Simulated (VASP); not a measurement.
# MgS (P6_3/mmc) in VASP: G0W0 quasiparticle levels with PBE

Aim: the G0W0 quasiparticle levels of MgS with PBE.

Program: VASP 6.6.1. These are calculated values, not measurements. Logs are shortened: lines on timing, memory, paths and dates and some standing lists are left out, and cuts for length are marked.

### 1 The cell of the first run

Symmetry: P6_3/mmc, No. 194, hexagonal system. The conventional cell has a = 3.645 Å, b = 3.645 Å, c = 6.147 Å, α = 90.00°, β = 90.00°, γ = 120.00°. Mg (site symmetry -3m) has 6 S at 2.61 Å and 2 Mg at 3.07 Å within 3.4 Å. Within 3.4 Å of S (site symmetry -6m2) lie 6 Mg at 2.61 Å.

### 2 G0W0 quasiparticle levels, PBE

File POSCAR:

```
MgS
1.0
    3.6454348044      0.0000000000      0.0000000000
   -1.8227174022      3.1570391485      0.0000000000
    0.0000000000      0.0000000000      6.1473560942
Mg S
2 2
Direct
    0.0000000000      0.0000000000      0.0000000000
    0.0000000000      0.0000000000      0.5000000000
    0.3333333333      0.6666666667      0.2500000000
    0.6666666667      0.3333333333      0.7500000000
```

File INCAR.step1:

```
PREC     = Accurate       # precision mode
ENCUT    = 500            # plane-wave cutoff, eV
EDIFF    = 1E-8           # SCF threshold, eV
ISMEAR   = 0              # smearing method
SIGMA    = 0.01           # smearing width, eV
LREAL    = F              # projectors in reciprocal space
LASPH    = T              # aspherical terms in the spheres
NELM     = 100            # most SCF steps
ALGO     = Normal         # electronic algorithm
LWAVE    = T              # write WAVECAR
LCHARG   = F              # write CHGCAR
GGA      = PE             # functional
```

File INCAR.step2:

```
PREC     = Accurate       # precision mode
ENCUT    = 500            # plane-wave cutoff, eV
EDIFF    = 1E-8           # SCF threshold, eV
ISMEAR   = 0              # smearing method
SIGMA    = 0.01           # smearing width, eV
LREAL    = F              # projectors in reciprocal space
LASPH    = T              # aspherical terms in the spheres
NELM     = 1              # most SCF steps
ALGO     = Exact          # electronic algorithm
LWAVE    = T              # write WAVECAR
LCHARG   = F              # write CHGCAR
GGA      = PE             # functional
NBANDS   = 496            # bands
LOPTICS  = T              # frequency-dependent dielectric function
ISTART   = 1
```

File INCAR.step3:

```
PREC     = Accurate       # precision mode
ENCUT    = 500            # plane-wave cutoff, eV
EDIFF    = 1E-8           # SCF threshold, eV
ISMEAR   = 0              # smearing method
SIGMA    = 0.01           # smearing width, eV
LREAL    = F              # projectors in reciprocal space
LASPH    = T              # aspherical terms in the spheres
ALGO     = EVGW0          # electronic algorithm
LWAVE    = F              # write WAVECAR
LCHARG   = F              # write CHGCAR
GGA      = PE             # functional
NELMGW   = 1            
NBANDS   = 496            # bands
ENCUTGW  = 200            # cutoff of the response function
NOMEGA   = 48             # frequency points
PRECFOCK = Fast         
ISTART   = 1            
NBANDSGW = 16
```

File KPOINTS:

```
regular mesh
0
Gamma
  6 6 2
```

Potentials or basis: VASP PAW PBE potentials, release 64 (Mg_GW, S_GW).

Command:

```bash
$ cat potpaw_PBE.64/Mg_GW/POTCAR potpaw_PBE.64/S_GW/POTCAR > POTCAR
$ cp INCAR.step1 INCAR
$ mpirun -np 1 vasp_std > vasp.out
$ cp INCAR.step2 INCAR
$ mpirun -np 1 vasp_std > vasp.out
$ cp INCAR.step3 INCAR
$ mpirun -np 1 vasp_std > vasp.out
```

OUTCAR:

```text
PREC = Accurate
   ENCUT = 500
   EDIFF = 1E-8
   ISMEAR = 0
   LREAL = F
   LASPH = T
   GGA = PE
   NELMGW = 1
   ENCUTGW = 200
   PRECFOCK = Fast
   ISTART = 1

 ion  position               nearest neighbor table
   1  0.000  0.000  0.000-
   2  0.000  0.000  0.500-
   3  0.333  0.667  0.250-
   4  0.667  0.333  0.750-

  LATTYP: Found a hexagonal cell.
 ALAT       =     3.6454348044
 C/A-ratio  =     1.6863162898

  Lattice vectors:

 A1 = (   3.6454348044,   0.0000000000,   0.0000000000)
 A2 = (  -1.8227174022,   3.1570391485,   0.0000000000)
 A3 = (   0.0000000000,   0.0000000000,   6.1473560942)

Analysis of symmetry for initial positions (statically):
=====================================================================
 Subroutine PRICEL returns:
 Original cell was already a primitive cell.

 Routine SETGRP: Setting up the symmetry group for a
 hexagonal supercell.

 Subroutine GETGRP returns: Found 24 space group operations
 (whereof 12 operations were pure point group operations)
 out of a pool of 24 trial point group operations.

The static configuration has the point symmetry D_3d.
 The point group associated with its full space group is D_6h.

Analysis of symmetry for dynamics (positions and initial velocities):
=====================================================================
 Subroutine PRICEL returns:
 Original cell was already a primitive cell.

 Routine SETGRP: Setting up the symmetry group for a
 hexagonal supercell.

 Subroutine GETGRP returns: Found 24 space group operations
 (whereof 12 operations were pure point group operations)
 out of a pool of 24 trial point group operations.

The dynamic configuration has the point symmetry D_3d.
 The point group associated with its full space group is D_6h.

 Subroutine INISYM returns: Found 24 space group operations
 (whereof 12 operations are pure point group operations),
 and found     1 'primitive' translations

----------------------------------------------------------------------------------------

                                     Primitive cell

  volume of cell :      70.7486

[... 59 lines left out ...]
  0.500000  0.000000  0.500000      3.000000
  0.166667  0.166667  0.500000      6.000000
  0.333333  0.166667  0.500000     12.000000
  0.333333  0.333333  0.500000      2.000000
   k-points           NKPTS =     14   k-points in BZ     NKDIM =     72   number of bands    NBANDS=    496
   number of dos      NEDOS =    301   number of ions     NIONS =      4
   total plane-waves  NPLWV =  37632
   dimension x,y,z NGX =    28 NGY =   28 NGZ =   48
   dimension x,y,z NGXF=    56 NGYF=   56 NGZF=   96
   ions per type =               2   2
   NGX,Y,Z   is equivalent  to a cutoff of  12.77, 12.77, 12.98 a.u.
   NGXF,Y,Z  is equivalent  to a cutoff of  25.54, 25.54, 25.96 a.u.
 SYSTEM =  unknown system
   PREC   = accura    normal or accurate (medium, high low for compatibility)
   ISTART =      1    job   : 0-new  1-cont  2-samecut
   ICHARG =      0    charge: 1-file 2-atom 10-const
   ISPIN  =      1    spin polarized calculation?
   LNONCOLLINEAR =      F non collinear calculations
   LSORBIT =      F    spin-orbit coupling
   LASPH  =      T    aspherical Exc in radial PAW
   ENCUT  =  500.0 eV  36.75 Ry    6.06 a.u.   6.65  6.65 11.21*2*pi/ulx,y,z
   NELM   =     60;   NELMIN=  2; NELMDL=  0     # of ELM steps
   EDIFF  = 0.1E-07   stopping-criterion for ELM
   LREAL  =      F    real-space projection
   EDIFFG = 0.1E-06   stopping-criterion for IOM
   NSW    =      0    number of steps for IOM
   IBRION =     -1    ionic relax: 0-MD 1-quasi-New 2-CG
   NFREE  =      0    steps in history (QN), initial steepest desc. (CG)
   ISIF   =      0    stress and relaxation
   ISYM   =      3    0-nonsym 1-usesym 2-fastsym
   POTIM  = 0.5000    time-step for ionic-motion
   TEBEG  =    0.0;   TEEND  =   0.0 temperature during run
   PSTRESS=    0.0 pullay stress
   NELECT =      16.0000    total number of electrons
   NUPDOWN=      -1.0000    fix difference up-down
   EMIN   =  10.00;   EMAX   =-10.00  energy-range for DOS
   EFERMI =   0.00;   METHOD = LEGACY
   ISMEAR =     0;   SIGMA  =   0.01  broadening in eV -4-tet -1-fermi 0-gaus
   EFERMI_NEDOS =   21; number of points for ismear=-14 and -15
   IALGO  =     38    algorithm
   IMIX   =      4    mixing-type and parameters
     AMIX     =   0.40;   BMIX     =  1.00
     AMIX_MAG =   1.60;   BMIX_MAG =  1.00
  volume/ion in A,a.u.               =      17.69       119.36
  Fermi-wavevector in a.u.,A,eV,Ry     =   0.997414  1.884840 13.535556  0.994835
  Thomas-Fermi vector in A             =   2.129569
   LORBIT       =      0    0 simple, 1 ext, 2 COOP (PROOUT), +10 PAW based schemes
   GGA     = PE    functional components
   LHFCALC =     T    Hartree Fock is set to
   PRECFOCK=fast      Normal, Fast or Accurate (Low or Medium for compatibility)
   ENCUT4O =  -1.0   cutoff for four orbital integrals eV
   NKREDX  =     1    reduce k-point grid by
   NKREDY  =     1    reduce k-point grid by
   NKREDZ  =     1    reduce k-point grid by
   AEXX    =    1.0000 exact exchange contribution
   HFSCREEN=    0.0000 screening length (either q_TF or 0.3 A-1)
   HFSCREENC=   0.0000 screening length for correlation (either q_TF or 0.3 A-1)
   ENCUTFOCK=  -1.0 apply spherical cutoff to Coloumb kernel
   IVDW    =     0    specifies the selected vdW correction
   LEPSILON=     F    determine dielectric tensor
   LRPA    =     F    only Hartree local field effects (RPA)
   LRPAFORCE           =     F    calculate RPA forces
   ENCUTGW             = 200.0    cutoff for response function in eV
   ENCUTGWSOFT         = 160.0    soft cutoff for Coulomb kernel in GW response function in eV
   ENCUTLF             =  -1.0    cutoff for local field effects
   NELMGW              =     1    number of iterations in solving QP/BSE equation
   NELMHF              =     1    number of iterations in the inner HF iteration
   NKREDLFX            =     1    NKREDLFY  =   1   NKREDLFZ  =   1
 non-spin polarized calculation
 Gauss-broadening in eV      SIGMA  =   0.01
  energy-cutoff  :      500.00
  volume of cell :       70.75
 maximum number of plane-waves:      1834
 NGX is ok and might be reduce to    28
  NGX = 16; NGY = 16; NGZ = 28
   NGX = 13   NGY = 13   NGZ = 23
 maximum number of plane-waves:       472

 QP shifts <psi_nk| G(iteration)W_0 |psi_nk>: iteration 1
 for sc-GW calculations column KS-energies equals QP-energies in previous step
 and V_xc(KS)=  KS-energies - (<T + V_ion + V_H > + <T+V_H+V_ion>^1  + <V_x>^1)

 k-point   1 :       0.0000    0.0000    0.0000
  band No.  KS-energies  QP-energies   sigma(KS)   V_xc(KS)     V^pw_x(r,r')   Z            occupation Imag(sigma)

      1      -8.9739      -9.8743     -13.9223     -12.5993     -20.8484       0.6806       2.0000       1.3989
      2      -7.7716      -8.6147     -14.6512     -13.4247     -21.2400       0.6874       2.0000       1.1356
      3      -1.2208      -2.3948     -12.1910     -10.5483     -15.2477       0.7147       2.0000       0.1376
      4       3.2414       2.1376     -14.4588     -13.0116     -16.0503       0.7627       2.0000       0.0287
      5       3.2414       2.1376     -14.4588     -13.0116     -16.0503       0.7627       2.0000       0.0287
      6       3.4842       2.4027     -14.6405     -13.2269     -16.1701       0.7651       2.0000       0.0267
[... 255 lines left out ...]
      2      -7.3513      -8.1648     -14.8840     -13.7138     -21.3721       0.6952       2.0000       1.0685
      3       0.0872      -1.0775     -12.6570     -11.0700     -15.2259       0.7339       2.0000       0.0840
      4       0.0872      -1.0775     -12.6570     -11.0700     -15.2259       0.7339       2.0000       0.0840
      5       0.1221      -1.0986     -12.7265     -11.0611     -15.2996       0.7330       2.0000       0.0809
      6       0.1221      -1.0986     -12.7265     -11.0611     -15.2996       0.7330       2.0000       0.0809
[... 8 lines left out ...]
     15      13.1425      13.5688      -9.7777     -10.3373      -4.8538       0.7618       0.0000      -0.1585
     16      13.1425      13.5688      -9.7777     -10.3373      -4.8538       0.7618       0.0000      -0.1585
```

OUTCAR.step2:

```text
PREC = Accurate
   ENCUT = 500
   EDIFF = 1E-8
   ISMEAR = 0
   LREAL = F
[... 876 lines left out ...]
     0.00000     6.05556     6.05556     5.96630    -0.00000     0.00000    -0.00000
     2.54786     7.14813     7.14813     6.95211    -0.00000     0.00000    -0.00000
     5.09572    14.10074    14.10074    14.53589    -0.00000     0.00000    -0.00000
     7.64358    -0.07333    -0.07333    -1.75341     0.00000    -0.00000     0.00000
    10.19144    -2.44465    -2.44465    -3.93254     0.00000    -0.00000    -0.00000
    12.73930    -1.09926    -1.09926    -1.45365     0.00000    -0.00000     0.00000
[... 92 lines left out ...]
   249.69034     0.99496     0.99496     0.99498     0.00000     0.00000     0.00000
   252.23820     0.99506     0.99506     0.99509     0.00000     0.00000     0.00000
```

Run time: 75 min. Hardware: 1 thread of Intel Xeon 8259CL, shared host; peak memory 1.7 GiB.

Results:

```
Quasiparticle gap                                   : 5.04 eV
Least direct quasiparticle gap                      : 5.08 eV
Band gap of the starting levels on the mesh         : 3.40 eV
Least direct gap of the starting levels on the mesh : 3.53 eV
```

Caveat: the k points lie up to 0.51 Å⁻¹ apart; bands, screening cutoff and mesh are small and nothing is extrapolated, so the quasiparticle values aren't converged.
